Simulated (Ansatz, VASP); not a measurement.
**CaO: VASP beside Ansatz**

Contents of POSCAR:

```
CaO
1.0
   -0.0059938756      2.3975502232      2.3975502232
    2.3975502232     -0.0059938756      2.3975502232
    2.3915563477      2.3915563477      0.0000000000
Ca O
1 1
Direct
    0.0000000000      0.0000000000      0.0000000000
    0.5000000000      0.5000000000      0.5000000000
```

Contents of INCAR.step1:

```
  PREC = Accurate
  ENCUT = 520
  ISMEAR = 0
  SIGMA = 0.01
  LREAL = False
  LASPH = True
  NELM = 60
  NBANDS = 15
  GGA = PE
  ALGO = Normal
  EDIFF = 1E-4
  LWAVE = True
  LCHARG = False
```

Contents of INCAR.step2:

```
  PREC = Accurate
  ENCUT = 520
  EDIFF = 1E-6
  ISMEAR = 0
  SIGMA = 0.01
  LREAL = False
  LASPH = True
  NELM = 60
  ALGO = Normal
  ISIF = 2
  LWAVE = False
  LCHARG = True
  METAGGA = R2SCAN
  LMIXTAU = True
  LELF = True
  LVHAR = True
  NBANDS = 15
  ISTART = 1
```

The input KPOINTS:

```
Automatic mesh
0
Gamma
  10 10 10
```

Input for Ansatz:

```yaml
crystal:
  lattice:
    - [-0.0059938756, 2.3975502232, 2.3975502232]
    - [2.3975502232, -0.0059938756, 2.3975502232]
    - [2.3915563477, 2.3915563477, 0.0]
  atoms:
    - { symbol: Ca, position: [0.0, 0.0, 0.0] }
    - { symbol: O, position: [0.5, 0.5, 0.5] }
kpoints:
  mp_grid: { grid: [10, 10, 10] }
  band_path:
    path:
      - [0.0, 0.0, 0.0]
      - [0.5, 0.0, 0.5]
      - [0.625, 0.25, 0.625]
      - [0.375, 0.375, 0.75]
      - [0.5, 0.5, 0.5]
      - [0.5, 0.25, 0.75]
    npoints: 1
hamiltonian:
  xc: r2scan
scf:
  occupations: { method: fixed }
  n_extra_bands: 4
output:
  forces: true
  stress: true
  eigenvalues: true
```

Change from the starting cell: shear_xy strain -0.5%.

Alike in both runs: task single point; functional r2SCAN; k mesh 10 × 10 × 10; no spin polarisation.

|  | VASP | Ansatz |
| --- | --- | --- |
| version | VASP 6.6.1 | Ansatz 0.2.0 |
| potentials or method | VASP PAW PBE potentials, release 64 (Ca_sv, O) | plane waves, PAW |
| plane-wave cutoff (eV) | 520 | 500 |
| occupations | gaussian, width 0.01 eV | fixed |
| valence electrons in the cell | 16 | 16 |

Ansatz gave:

| Quantity | Value |
| --- | --- |
| gap on the k mesh at the Fermi level (eV) | 4.19 |
| pressure (GPa) | 0.0 |
| traceless stress, the component that is largest in VASP (GPa) | 0.40 |

**Question.** What did VASP give for the same quantities?

**Answer.** gap on the k mesh at the Fermi level (eV): 4.18; pressure (GPa): 1.0; traceless stress, the component that is largest in VASP (GPa): 0.39.

VASP's potentials were made for PBE, not for r2SCAN.
